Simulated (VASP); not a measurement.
# TiN (Osbornite) (Fm-3m) in VASP: notebook

TiN (Osbornite) is run at these levels: PBEsol; tasks: single point.

Program: VASP 6.6.1. These are calculated values, not measurements. Logs are shortened: lines on timing, memory, paths and dates and some standing lists are left out, and cuts for length are marked.

**1. The cell of the first run**

It takes space group Fm-3m (No. 225, cubic). The conventional cell has a = 4.238 Å, b = 4.238 Å, c = 4.238 Å, α = 90.00°, β = 90.00°, γ = 90.00°. Within 2.8 Å of Ti (site symmetry m-3m) lie 6 N at 2.12 Å. N (site symmetry m-3m) has 6 Ti at 2.12 Å within 2.8 Å.

**2. Single point, PBEsol**

INCAR

```
  PREC = Accurate
  ENCUT = 520
  EDIFF = 1E-6
  ISMEAR = 0
  SIGMA = 0.1
  LREAL = F
  LASPH = T
  NELM = 100
  ALGO = Normal
  ISIF = 2
  LWAVE = F
  LCHARG = F
  GGA = PS
  NBANDS = 16
```

KPOINTS

```
Automatic mesh
0
Gamma
  8 8 8
```

POSCAR

```
TiN
1.0
    0.0000000000      2.1190000000      2.1190000000
    2.1190000000      0.0000000000      2.1190000000
    2.1190000000      2.1190000000      0.0000000000
Ti N
1 1
Direct
    0.0000000000      0.0000000000      0.0000000000
    0.5000000000      0.5000000000      0.5000000000
```

Potentials or basis: VASP PAW PBE potentials, release 64 (Ti_sv, N).

On the command line:

```sh
$ cat potpaw_PBE.64/Ti_sv/POTCAR potpaw_PBE.64/N/POTCAR > POTCAR
$ mpirun -np 1 vasp_std > vasp.out
```

OUTCAR:

```text
PREC = Accurate
   ENCUT = 520
   EDIFF = 1E-6
   ISMEAR = 0
   LREAL = F
   LASPH = T
   NELM = 100
   ISIF = 2
   GGA = PS

 ion  position               nearest neighbor table
   1  0.000  0.000  0.000-   2 2.12   2 2.12   2 2.12   2 2.12   2 2.12   2 2.12
   2  0.500  0.500  0.500-   1 2.12   1 2.12   1 2.12   1 2.12   1 2.12   1 2.12

  LATTYP: Found a face centered cubic cell.
 ALAT       =     4.2380000000

  Lattice vectors:

 A1 = (   0.0000000000,   2.1190000000,   2.1190000000)
 A2 = (   2.1190000000,   0.0000000000,   2.1190000000)
 A3 = (   2.1190000000,   2.1190000000,   0.0000000000)

Analysis of symmetry for initial positions (statically):
=====================================================================
 Subroutine PRICEL returns:
 Original cell was already a primitive cell.

 Routine SETGRP: Setting up the symmetry group for a
 face centered cubic supercell.

 Subroutine GETGRP returns: Found 48 space group operations
 (whereof 48 operations were pure point group operations)
 out of a pool of 48 trial point group operations.

The static configuration has the point symmetry O_h .

Analysis of symmetry for dynamics (positions and initial velocities):
=====================================================================
 Subroutine PRICEL returns:
 Original cell was already a primitive cell.

 Routine SETGRP: Setting up the symmetry group for a
 face centered cubic supercell.

 Subroutine GETGRP returns: Found 48 space group operations
 (whereof 48 operations were pure point group operations)
 out of a pool of 48 trial point group operations.

The dynamic configuration has the point symmetry O_h .

 Subroutine INISYM returns: Found 48 space group operations
 (whereof 48 operations are pure point group operations),
 and found     1 'primitive' translations

----------------------------------------------------------------------------------------

                                     Primitive cell

  volume of cell :      19.0293

  direct lattice vectors                    reciprocal lattice vectors
     0.000000000  2.119000000  2.119000000    -0.235960359  0.235960359  0.235960359
     2.119000000  0.000000000  2.119000000     0.235960359 -0.235960359  0.235960359
     2.119000000  2.119000000  0.000000000     0.235960359  0.235960359 -0.235960359

  length of vectors
     2.996718539  2.996718539  2.996718539     0.408695330  0.408695330  0.408695330

  position of ions in fractional coordinates (direct lattice)
     0.000000000  0.000000000  0.000000000
     0.500000000  0.500000000  0.500000000

  ion indices of the primitive-cell ions
   primitive index   ion index
                 1           1
                 2           2

----------------------------------------------------------------------------------------

 KPOINTS: Automatic mesh

Automatic generation of k-mesh.
 Grid dimensions read from file:
 generate k-points for:    8    8    8

 Generating k-lattice:

  Cartesian coordinates                     Fractional coordinates (reciprocal lattice)
    -0.029495045  0.029495045  0.029495045     0.125000000  0.000000000  0.000000000
     0.029495045 -0.029495045  0.029495045     0.000000000  0.125000000  0.000000000
     0.029495045  0.029495045 -0.029495045     0.000000000  0.000000000  0.125000000

  Length of vectors
     0.051086916  0.051086916  0.051086916

  Shift w.r.t. Gamma in fractional coordinates (k-lattice)
     0.000000000  0.000000000  0.000000000

 Subroutine IBZKPT returns following result:
 ===========================================

 Found     29 irreducible k-points:

 Following reciprocal coordinates:
            Coordinates               Weight
  0.000000  0.000000  0.000000      1.000000
  0.125000  0.000000  0.000000      8.000000
  0.250000  0.000000  0.000000      8.000000
  0.375000  0.000000  0.000000      8.000000
  0.500000  0.000000  0.000000      4.000000
  0.125000  0.125000  0.000000      6.000000
[... 16 lines left out ...]
  0.500000  0.250000  0.125000     48.000000
 -0.375000  0.250000  0.125000     24.000000
 [... further k-points ...]
   k-points           NKPTS =     29   k-points in BZ     NKDIM =     29   number of bands    NBANDS=     16
   number of dos      NEDOS =    301   number of ions     NIONS =      2
   total plane-waves  NPLWV =  13824
   dimension x,y,z NGX =    24 NGY =   24 NGZ =   24
   dimension x,y,z NGXF=    48 NGYF=   48 NGZF=   48
   ions per type =               1   1
   NGX,Y,Z   is equivalent  to a cutoff of  13.31, 13.31, 13.31 a.u.
   NGXF,Y,Z  is equivalent  to a cutoff of  26.63, 26.63, 26.63 a.u.
 SYSTEM =  unknown system
   PREC   = accura    normal or accurate (medium, high low for compatibility)
   ISTART =      0    job   : 0-new  1-cont  2-samecut
   ICHARG =      2    charge: 1-file 2-atom 10-const
   ISPIN  =      1    spin polarized calculation?
   LNONCOLLINEAR =      F non collinear calculations
   LSORBIT =      F    spin-orbit coupling
   LASPH  =      T    aspherical Exc in radial PAW
   ENCUT  =  520.0 eV  38.22 Ry    6.18 a.u.   5.57  5.57  5.57*2*pi/ulx,y,z
   NELM   =    100;   NELMIN=  2; NELMDL= -5     # of ELM steps
   EDIFF  = 0.1E-05   stopping-criterion for ELM
   LREAL  =      F    real-space projection
   EDIFFG = 0.1E-04   stopping-criterion for IOM
   NSW    =      0    number of steps for IOM
   IBRION =     -1    ionic relax: 0-MD 1-quasi-New 2-CG
   NFREE  =      0    steps in history (QN), initial steepest desc. (CG)
   ISIF   =      2    stress and relaxation
   ISYM   =      2    0-nonsym 1-usesym 2-fastsym
   POTIM  = 0.5000    time-step for ionic-motion
   TEBEG  =    0.0;   TEEND  =   0.0 temperature during run
   PSTRESS=    0.0 pullay stress
   NELECT =      17.0000    total number of electrons
   NUPDOWN=      -1.0000    fix difference up-down
   EMIN   =  10.00;   EMAX   =-10.00  energy-range for DOS
   EFERMI =   0.00;   METHOD = LEGACY
   ISMEAR =     0;   SIGMA  =   0.10  broadening in eV -4-tet -1-fermi 0-gaus
   EFERMI_NEDOS =   21; number of points for ismear=-14 and -15
   IALGO  =     38    algorithm
   IMIX   =      4    mixing-type and parameters
     AMIX     =   0.40;   BMIX     =  1.00
     AMIX_MAG =   1.60;   BMIX_MAG =  1.00
  volume/ion in A,a.u.               =       9.51        64.21
  Fermi-wavevector in a.u.,A,eV,Ry     =   1.576704  2.979539 33.824024  2.485996
  Thomas-Fermi vector in A             =   2.677497
   LORBIT       =      0    0 simple, 1 ext, 2 COOP (PROOUT), +10 PAW based schemes
   GGA     = PS    functional components
   LHFCALC =     F    Hartree Fock is set to
   AEXX    =    0.0000 exact exchange contribution
   IVDW    =     0    specifies the selected vdW correction
   LEPSILON=     F    determine dielectric tensor
   LRPA    =     F    only Hartree local field effects (RPA)
 non-spin polarized calculation
 Gauss-broadening in eV      SIGMA  =   0.10
  energy-cutoff  :      520.00
  volume of cell :       19.03
 maximum number of plane-waves:       531
 NGX is ok and might be reduce to    24
   NGX = 11   NGY = 11   NGZ = 11

 number of electron      17.0000002 magnetization

 Free energy of the ion-electron system (eV)
  ---------------------------------------------------
  ext. energy  EPLUGINS =         0.00000000
  ---------------------------------------------------
  free energy    TOTEN  =       -20.76318487 eV

  energy without entropy =      -20.75465237  energy(sigma->0) =      -20.75891862

 E-fermi :  11.3599     XC(G=0): -13.2367

 val. band max:       11.3567221832   @ k =   0.3750   0.1250   0.0000
 cond. band min:      11.3824978994   @ k =  -0.3750   0.3750   0.1250
 fundamental gap:      0.0257757163
 Fermi energy:        11.3598855170

 k-point     1 :       0.0000    0.0000    0.0000
  band No.  band energies     occupation
      1     -46.2480      2.00000
      2     -22.3262      2.00000
      3     -22.3262      2.00000
      4     -22.3262      2.00000
      5      -5.7159      2.00000
      6       9.3172      2.00000
[... 8 lines left out ...]
     15      24.4091      0.00000
     16      31.1038      0.00000

 k-point     2 :       0.1250    0.0000    0.0000
  band No.  band energies     occupation
      1     -46.2333      2.00000
      2     -22.4282      2.00000
      3     -22.3347      2.00000
      4     -22.3347      2.00000
      5      -5.4127      2.00000
      6       7.9267      2.00000
[... 8 lines left out ...]
     15      24.5652      0.00000
     16      30.6214      0.00000

 k-point     3 :       0.2500    0.0000    0.0000
  band No.  band energies     occupation
      1     -46.1978      2.00000
      2     -22.6675      2.00000
      3     -22.3551      2.00000
      4     -22.3551      2.00000
      5      -4.6189      2.00000
      6       5.7791      2.00000
[... 8 lines left out ...]
     15      24.2170      0.00000
     16      28.8461      0.00000

 k-point     4 :       0.3750    0.0000    0.0000
  band No.  band energies     occupation
      1     -46.1619      2.00000
      2     -22.8981      2.00000
      3     -22.3754      2.00000
      4     -22.3754      2.00000
      5      -3.6766      2.00000
      6       3.9731      2.00000
[... 8 lines left out ...]
     15      24.5044      0.00000
     16      26.7391      0.00000

 k-point     5 :       0.5000    0.0000    0.0000
  band No.  band energies     occupation
      1     -46.1470      2.00000
      2     -22.9912      2.00000
      3     -22.3837      2.00000
      4     -22.3837      2.00000
      5      -3.2041      2.00000
      6       3.2138      2.00000
[... 8 lines left out ...]
     15      25.0816      0.00000
     16      25.8067      0.00000

 k-point     6 :       0.1250    0.1250    0.0000
  band No.  band energies     occupation
      1     -46.2285      2.00000
      2     -22.4212      2.00000
      3     -22.3572      2.00000
      4     -22.3572      2.00000
      5      -5.3339      2.00000
      6       7.1602      2.00000
[... 8 lines left out ...]
     15      24.7548      0.00000
     16      30.0245      0.00000

 k-point     7 :       0.2500    0.1250    0.0000
  band No.  band energies     occupation
      1     -46.1999      2.00000
      2     -22.5962      2.00000
      3     -22.3876      2.00000
      4     -22.3745      2.00000
      5      -4.7694      2.00000
      6       5.8206      2.00000
[... 8 lines left out ...]
     15      24.6249      0.00000
     16      28.7743      0.00000

 k-point     8 :       0.3750    0.1250    0.0000
  band No.  band energies     occupation
      1     -46.1642      2.00000
      2     -22.8153      2.00000
      3     -22.4079      2.00000
      4     -22.4052      2.00000
      5      -3.9691      2.00000
      6       4.5264      2.00000
[... 8 lines left out ...]
     15      24.2486      0.00000
     16      26.7985      0.00000

 k-point     9 :       0.5000    0.1250    0.0000
  band No.  band energies     occupation
      1     -46.1423      2.00000
      2     -22.9439      2.00000
      3     -22.4399      2.00000
      4     -22.4065      2.00000
      5      -3.3801      2.00000
      6       3.6420      2.00000
[... 8 lines left out ...]
     15      24.6846      0.00000
     16      25.5296      0.00000
[... 172 lines left out ...]
 k-point    19 :       0.5000    0.3750    0.0000
  band No.  band energies     occupation
      1     -46.1196      2.00000
      2     -22.8430      2.00000
      3     -22.5694      2.00000
      4     -22.5155      2.00000
      5      -4.1394      2.00000
      6       5.3404      2.00000
[... 8 lines left out ...]
     15      23.3995      0.00000
     16      25.1214      0.00000

 k-point    20 :      -0.3750    0.3750    0.0000
  band No.  band energies     occupation
      1     -46.1173      2.00000
      2     -22.7818      2.00000
      3     -22.6892      2.00000
      4     -22.4835      2.00000
      5      -3.8530      2.00000
      6       5.4966      2.00000
[... 8 lines left out ...]
     15      22.9575      0.00000
     16      24.1042      0.00000

 k-point    21 :       0.5000    0.5000    0.0000
  band No.  band energies     occupation
      1     -46.1148      2.00000
      2     -22.8776      2.00000
      3     -22.5378      2.00000
      4     -22.5378      2.00000
      5      -4.2844      2.00000
      6       5.4952      2.00000
[... 8 lines left out ...]
     15      23.0718      0.00000
     16      25.7871      0.00000

 k-point    22 :       0.3750    0.2500    0.1250
  band No.  band energies     occupation
      1     -46.1714      2.00000
      2     -22.7108      2.00000
      3     -22.4729      2.00000
      4     -22.3888      2.00000
      5      -4.2722      2.00000
      6       4.9887      2.00000
[... 8 lines left out ...]
     15      24.2877      0.00000
     16      26.4242      0.00000

 k-point    23 :       0.5000    0.2500    0.1250
  band No.  band energies     occupation
      1     -46.1427      2.00000
      2     -22.8308      2.00000
      3     -22.5328      2.00000
      4     -22.4201      2.00000
      5      -3.7447      2.00000
      6       4.4135      2.00000
[... 8 lines left out ...]
     15      23.9027      0.00000
     16      25.2926      0.00000

 k-point    24 :      -0.3750    0.2500    0.1250
  band No.  band energies     occupation
      1     -46.1308      2.00000
      2     -22.8827      2.00000
      3     -22.5482      2.00000
      4     -22.4394      2.00000
      5      -3.5143      2.00000
      6       4.1773      2.00000
[... 8 lines left out ...]
     15      24.1245      0.00000
     16      25.0167      0.00000

 [... further k-points ...]

------------------------ aborting loop because EDIFF is reached ----------------------------------------

  FORCE on cell =-STRESS in cart. coord.  units (eV):
  Direction    XX          YY          ZZ          XY          YZ          ZX
  --------------------------------------------------------------------------------------
  -------------------------------------------------------------------------------------
  Total       -0.7429428     -0.7429428     -0.7429428      0.0000000     -0.0000000      0.0000000
  in kB      -62.5522702    -62.5522702    -62.5522702      0.0000000     -0.0000000      0.0000000
  external PRESSURE =     -62.5522702 kB  Pullay stress =       0.0000000 kB

 VOLUME and BASIS-vectors are now :
 -----------------------------------------------------------------------------
  energy-cutoff  :      520.00
  volume of cell :       19.03
      direct lattice vectors                 reciprocal lattice vectors
     0.000000000  2.119000000  2.119000000    -0.235960359  0.235960359  0.235960359
     2.119000000  0.000000000  2.119000000     0.235960359 -0.235960359  0.235960359
     2.119000000  2.119000000  0.000000000     0.235960359  0.235960359 -0.235960359

 POSITION                                       TOTAL-FORCE (eV/Angst)
 -----------------------------------------------------------------------------------
      0.00000      0.00000      0.00000         0.000000      0.000000     -0.000000
      2.11900      2.11900      2.11900        -0.000000     -0.000000      0.000000
 -----------------------------------------------------------------------------------
    total drift:                                0.000000     -0.000000     -0.000000

  FREE ENERGIE OF THE ION-ELECTRON SYSTEM (eV)
  ---------------------------------------------------
  free  energy   TOTEN  =       -20.7631848700 eV

  energy  without entropy=      -20.7546523688  energy(sigma->0) =      -20.75891862
```

It took 7.8 s on 1 thread of Intel Xeon Platinum 8259CL at 2.50GHz (Skylake/Cascade Lake), shared host; peak memory 0.14 GiB.

What came out:

```
Free energy : -20.7632 eV
Pressure    : -6.3 GPa
```

Caveat: the PAW data sets were made with another functional, which shifts forces and pressure a little.

(Continued in part 2 of 2.)
